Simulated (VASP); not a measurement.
BiTe5: relaxation of cell and atoms with PBE

The system is BiTe5.

```
Bi Te
1.0
     7.01477    0.00000    0.00000
     0.00000    7.01477    0.00000
     0.00000    0.00000    4.53509
Bi Te
1 5
Direct
  0.50000 0.50000 0.50000
  0.73912 0.00000 0.00000
  0.26088 0.00000 0.00000
  0.00000 0.73912 0.00000
  0.00000 0.26088 0.00000
  0.50000 0.50000 0.00000
```

The cell was built from a structure type or drawn by symmetry, and may not be a known phase.

```
Program                : VASP 6.6.1
Task                   : relaxation of cell and atoms
Functional             : PBE
Potentials or basis    : VASP PAW PBE potentials, release 64 (Bi_d, Te)
Cutoff                 : 600 eV
k mesh                 : 4 × 4 × 4
Occupations            : gaussian, width 0.1 eV
Spin                   : no spin polarisation
Dipole correction      : no
Further INCAR settings : ALGO = Normal; EDIFF = 1e-06; IBRION = 2; EDIFFG = -0.04; NSW = 90; ISIF = 3
```

```
Relaxed volume                        : 52.33 Å³/atom
Relaxed cell                          : a = 7.290 Å, b = 7.290 Å, c = 5.908 Å, α = 90.00°, β = 90.00°, γ = 90.00°
Space group after relaxing (to 0.1 Å) : P4/mmm (No. 123)
Energy gained by relaxing             : 1073.7 meV/atom
Ionic steps                           : 8
Pressure after relaxing               : 0.0 GPa
Largest force after relaxing          : 0.023 eV/Å
Band gap on the k mesh                : zero (an odd number of electrons rules out a gap without spin polarisation)
```

Forces on the atoms (eV/Å):
```
Bi   0.000  0.000  0.000
Te  -0.023  0.000  0.000
Te   0.023  0.000  0.000
Te   0.000 -0.023  0.000
Te   0.000  0.023  0.000
Te   0.000  0.000  0.000
```

Stress tensor (GPa, compression positive):
```
-0.03  0.00  0.00
 0.00 -0.03  0.00
 0.00  0.00  0.05
```

The path:
| step | energy change (eV) | largest force (eV/Å) | pressure (GPa) | volume (Å³) |
| --- | --- | --- | --- | --- |
| 1 | 0.0000 | 3.4375 | 22.14 | 223.16 |
| 2 | -4.4316 | 1.0786 | -3.75 | 421.94 |
| 3 | -6.2473 | 0.4004 | -0.25 | 311.50 |
| 4 | -6.2570 | 0.6225 | -1.05 | 324.04 |
| 5 | -6.2642 | 0.5607 | -0.81 | 320.26 |
| 6 | -6.4364 | 0.1124 | 0.31 | 310.57 |
| 7 | -6.4365 | 0.0924 | 0.28 | 310.79 |
| 8 | -6.4420 | 0.0235 | -0.01 | 314.01 |

Final structure:
```xyz
6
Lattice="7.2903 0.0000 0.0000 0.0000 7.2903 0.0000 0.0000 0.0000 5.9081" Properties=species:S:1:pos:R:3 pbc="T T T"
Bi    3.6451    3.6451    2.9541
Te    5.3067    0.0000    0.0000
Te    1.9836    0.0000    5.9081
Te    7.2903    5.3067    0.0000
Te    7.2903    1.9836    5.9081
Te    3.6451    3.6451    0.0000
```

Levels at points of the mesh, in eV from the Fermi level:
```csv
k point,band 18,band 19,band 20,band 21,band 22,band 23,band 24,band 25,band 26,band 27
"(0.00, 0.00, 0.00)",-1.51,-1.51,-1.17,-1.17,-0.53,0.48,0.53,0.53,1.73,1.73
"(0.50, 0.00, 0.00)",-1.90,-1.82,-1.74,-1.16,-0.46,-0.03,0.56,0.66,1.16,1.87
"(0.50, 0.50, 0.00)",-2.38,-2.38,-1.81,-1.81,0.36,0.36,0.50,0.60,1.09,1.09
"(0.00, 0.00, 0.50)",-1.45,-1.25,-1.25,-0.76,-0.39,-0.38,-0.38,0.51,1.68,1.71
"(0.50, 0.00, 0.50)",-1.42,-1.33,-1.30,-0.59,-0.57,-0.43,-0.37,0.02,0.73,1.20
"(0.50, 0.50, 0.50)",-2.20,-1.92,-1.92,-0.42,-0.21,-0.21,0.38,0.64,0.99,0.99
```

It took 11 min on 1 thread of Intel(R) Xeon(R) Platinum 8488C (Sapphire Rapids), on a shared host, peak memory 0.4 GiB.

Caveat: the volume moved by over 15 % at a fixed basis, so the end points are rough; spin-orbit coupling is left out, which moves the levels of the heavy elements.
